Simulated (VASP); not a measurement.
# Bi (P2_1/m) in VASP: a series of runs, part 2 of 2

VASP 6.6.1. The steps go on from the part before.

**3. Single point, r2SCAN**

This run uses another cell than the first one, of 34.47 Å³/atom.

POSCAR

```
Bi
1.0
    4.5758796665      0.0000000000      0.1170402422
    0.0000000000      4.5764519253      0.0000000000
   -0.1762344963      0.0000000000      6.5801617474
Bi
4
Direct
    0.7497728594      0.7500000000      0.7499596280
    0.2502271406      0.2500000000      0.2500403720
    0.7497097661      0.7500000000      0.2504258898
    0.2502902339      0.2500000000      0.7495741102
```

INCAR.step1

```
PREC     = Accurate       # precision mode
ENCUT    = 550            # plane-wave cutoff, eV
ISMEAR   = -1             # smearing method
SIGMA    = 0.1            # smearing width, eV
LREAL    = F              # projectors in reciprocal space
LASPH    = T              # aspherical terms in the spheres
NELM     = 120            # most SCF steps
NBANDS   = 38             # bands
GGA      = PE             # functional
ALGO     = Normal         # electronic algorithm
EDIFF    = 1E-5           # SCF threshold, eV
LWAVE    = T              # write WAVECAR
LCHARG   = F              # write CHGCAR
GGA_COMPAT= F
```

INCAR.step2

```
PREC     = Accurate       # precision mode
ENCUT    = 550            # plane-wave cutoff, eV
EDIFF    = 1E-6           # SCF threshold, eV
ISMEAR   = -1             # smearing method
SIGMA    = 0.1            # smearing width, eV
LREAL    = F              # projectors in reciprocal space
LASPH    = T              # aspherical terms in the spheres
NELM     = 120            # most SCF steps
ALGO     = Normal         # electronic algorithm
ISIF     = 2              # what is computed and relaxed
LWAVE    = F              # write WAVECAR
LCHARG   = F              # write CHGCAR
METAGGA  = R2SCAN         # meta-GGA
LMIXTAU  = T            
NBANDS   = 38             # bands
ISTART   = 1            
GGA_COMPAT= F
```

KPOINTS

```
regular mesh
0
Gamma
  6 6 4
```

Potentials or basis: VASP PAW PBE potentials, release 64 (Bi_d).

On the command line:

```console
> cat potpaw_PBE.64/Bi_d/POTCAR > POTCAR
> cp INCAR.step1 INCAR
> mpirun -np 1 vasp_std > vasp.out
> cp INCAR.step2 INCAR
> mpirun -np 1 vasp_std > vasp.out
```

OUTCAR:

```text
PREC = Accurate
   ENCUT = 550
   EDIFF = 1E-6
   ISMEAR = -1
   LREAL = F
   LASPH = T
   NELM = 120
   ISIF = 2
   METAGGA = R2SCAN
   ISTART = 1

 ion  position               nearest neighbor table
   1  0.750  0.750  0.750-   4 3.23   4 3.23   4 3.24   4 3.24   3 3.29   3 3.29
   2  0.250  0.250  0.250-   3 3.23   3 3.23   3 3.24   3 3.24   4 3.29   4 3.29
   3  0.750  0.750  0.250-   2 3.23   2 3.23   2 3.24   2 3.24   1 3.29   1 3.29
   4  0.250  0.250  0.750-   1 3.23   1 3.23   1 3.24   1 3.24   2 3.29   2 3.29

  LATTYP: Found a simple monoclinic cell.
 ALAT       =     4.5773762289
 B/A-ratio  =     0.9997980713
 C/A-ratio  =     1.4380555613
 COS(beta)  =    -0.0012042253

  Lattice vectors:

 A1 = (   4.5758796665,   0.0000000000,   0.1170402422)
 A2 = (   0.0000000000,   4.5764519253,   0.0000000000)
 A3 = (  -0.1762344963,   0.0000000000,   6.5801617474)

Analysis of symmetry for initial positions (statically):
=====================================================================
 Subroutine PRICEL returns:
 Original cell was already a primitive cell.

 Routine SETGRP: Setting up the symmetry group for a
 simple monoclinic supercell.
[... 171 lines left out ...]

 E-fermi :   6.4309     XC(G=0): -10.3691

 val. band max:        6.4297575190   @ k =   0.3333   0.5000   0.5000
 cond. band min:       6.4313808798   @ k =   0.5000   0.3333   0.5000
 fundamental gap:      0.0016233607
 Fermi energy:         6.4309179915

 k-point     1 :       0.0000    0.0000    0.0000
  band No.  band energies     occupation
      1     -17.2326      2.00000
      2     -17.2194      2.00000
      3     -17.1942      2.00000
      4     -17.0791      2.00000
      5     -17.0662      2.00000
      6     -17.0456      2.00000
[... 973 lines left out ...]
     37      11.5406      0.00000
     38      11.8208      0.00000

 [... further k-points ...]

------------------------ aborting loop because EDIFF is reached ----------------------------------------

  FORCE on cell =-STRESS in cart. coord.  units (eV):
  Direction    XX          YY          ZZ          XY          YZ          ZX
  --------------------------------------------------------------------------------------
  -------------------------------------------------------------------------------------
  Total       -0.0475525     -0.0428900     -0.0481957      0.0000000      0.0000000      0.0080356
  in kB       -0.5525179     -0.4983435     -0.5599914      0.0000000      0.0000000      0.0933663
  external PRESSURE =      -0.5369509 kB  Pullay stress =       0.0000000 kB

 VOLUME and BASIS-vectors are now :
 -----------------------------------------------------------------------------
  energy-cutoff  :      550.00
  volume of cell :      137.89
      direct lattice vectors                 reciprocal lattice vectors
     4.575879666  0.000000000  0.117040242     0.218387611  0.000000000  0.005849010
     0.000000000  4.576451925  0.000000000     0.000000000  0.218509889  0.000000000
    -0.176234496  0.000000000  6.580161747    -0.003884424  0.000000000  0.151867913

 POSITION                                       TOTAL-FORCE (eV/Angst)
 -----------------------------------------------------------------------------------
      3.29870      3.43234      5.02261         0.000292     -0.000000     -0.000136
      1.10094      1.14411      1.67459        -0.000292     -0.000000      0.000136
      3.38645      3.43234      1.73559         0.000336     -0.000000     -0.000280
      1.01320      1.14411      4.96161        -0.000336      0.000000      0.000280
 -----------------------------------------------------------------------------------
    total drift:                                0.000000      0.000000     -0.000000

  FREE ENERGIE OF THE ION-ELECTRON SYSTEM (eV)
  ---------------------------------------------------
  free  energy   TOTEN  =      -233.7474589573 eV

  energy  without entropy=     -233.6678563375  energy(sigma->0) =     -233.70765765
```

OSZICAR.step1:

```text
N       E                     dE             d eps       ncg     rms          rms(c)
DAV:   1     0.728355189675E+03    0.72836E+03   -0.32477E+04  4256   0.199E+03
DAV:   2     0.656042331966E+02   -0.66275E+03   -0.65071E+03  4256   0.549E+02
DAV:   3    -0.116343811546E+02   -0.77239E+02   -0.75798E+02  4998   0.202E+02
DAV:   4    -0.151917037798E+02   -0.35573E+01   -0.35390E+01  4774   0.452E+01
DAV:   5    -0.153763511229E+02   -0.18465E+00   -0.18459E+00  5506   0.934E+00    0.110E+00
DAV:   6    -0.153795898220E+02   -0.32387E-02   -0.60705E-02  5812   0.186E+00    0.666E-01
DAV:   7    -0.153838699016E+02   -0.42801E-02   -0.25213E-02  5462   0.149E+00    0.160E-01
DAV:   8    -0.153840458617E+02   -0.17596E-03   -0.45705E-03  5224   0.697E-01    0.421E-02
DAV:   9    -0.153839486374E+02    0.97224E-04   -0.40159E-04  5130   0.211E-01    0.923E-03
DAV:  10    -0.153839455693E+02    0.30680E-05   -0.23766E-05  3360   0.428E-02
   1 F= -.15383946E+02 E0= -.15342399E+02  d E =-.830926E-01
```

Wall time 23 min (1 thread of AMD EPYC 7R13, shared host); peak memory 0.37 GiB.

Results:

```yaml
Free_energy: -233.7475 eV
Pressure: -0.1 GPa
Band_gap_on_the_k_mesh: zero (bands 30 and 31 overlap by 0.43 eV)
```

Levels at points of the mesh, in eV from the Fermi level:
```
           k point  band 28  band 29  band 30  band 31  band 32  band 33
(0.00, 0.00, 0.00)    -1.59    -1.58    -1.33     3.02     3.16     3.47
(0.50, 0.00, 0.00)    -0.94    -0.93    -0.93     0.84     0.86     1.07
(0.00, 0.50, 0.00)    -0.94    -0.93    -0.93     0.85     0.85     1.07
(0.50, 0.50, 0.00)    -3.41    -3.18    -3.18     3.11     3.11     5.03
(0.00, 0.00, 0.50)    -2.53    -1.94    -1.93     2.14     2.16     3.92
(0.50, 0.00, 0.50)    -0.27    -0.20    -0.19    -0.18    -0.17    -0.15
(0.00, 0.50, 0.50)    -0.28    -0.19    -0.19    -0.18    -0.18    -0.15
(0.50, 0.50, 0.50)    -4.43     0.11     0.11     0.13     0.13     5.74
```

Caveat: the PAW data sets were made with another functional, which shifts forces and pressure a little; spin-orbit coupling is left out, which moves the levels of the heavy elements.
